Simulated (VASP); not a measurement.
Wanted: the native input for a VASP 6.6.1 run.

| Quantity | Value |
| --- | --- |
| Task | single point |
| Functional | PBE |
| Potentials or basis | VASP PAW PBE potentials, release 64 (Co, Si) |
| Cutoff | 520 eV |
| k mesh | 10 × 10 × 10 |
| Occupations | gaussian, width 0.15 eV |
| Spin | no spin polarisation |
| Dipole correction | no |
| Further INCAR settings | ALGO = Fast; EDIFF = 1e-07; NBANDS = 36 |

The structure of CoSi lies in POSCAR:

```
CoSi
1.0
    4.3643863315      0.0000000000      0.0000000000
    0.0000000000      4.3643863315      0.0000000000
    0.0000000000      0.0000000000      4.4308490675
Co Si
4 4
Direct
    0.1450189122      0.1450189122      0.1450189122
    0.3549810878      0.8549810878      0.6450189122
    0.6450189122      0.3549810878      0.8549810878
    0.8549810878      0.6450189122      0.3549810878
    0.8431597104      0.8431597104      0.8431597104
    0.6568402896      0.1568402896      0.3431597104
    0.3431597104      0.6568402896      0.1568402896
    0.1568402896      0.3431597104      0.6568402896
```

This cell differs from its parent crystal: strain -0.015 along x and y, +0.000 along z.

These files were run (other wordings do the same):

INCAR

```
PREC = Accurate ; ENCUT = 520
EDIFF = 1E-7 ; ISMEAR = 0
SIGMA = 0.15 ; LREAL = F
LASPH = T ; NELM = 100
ALGO = Fast ; ISIF = 2
LWAVE = F ; LCHARG = T
GGA = PE ; LELF = T
LVHAR = T ; NBANDS = 36
```

KPOINTS

```
regular mesh
0
Gamma
  10 10 10
```

Potentials or basis: VASP PAW PBE potentials, release 64 (Co, Si).

The run is started by

```sh
$ cat potpaw_PBE.64/Co/POTCAR potpaw_PBE.64/Si/POTCAR > POTCAR
$ mpirun -np 1 vasp_std > vasp.out
```

Results of the run:

```json
{
  "Pressure": "7.3 GPa",
  "Largest force": "0.074 eV/Å",
  "Band gap on the k mesh": "zero (bands 26 and 27 overlap by 0.22 eV)"
}
```

Caveat: the cell differs from its parent crystal (strain -0.015 along x and y, +0.000 along z); the cell stands under pressure.

It took 31 min on 1 thread of Oxide Virtual Turin-like Processor, on a shared host, peak memory 0.53 GiB.
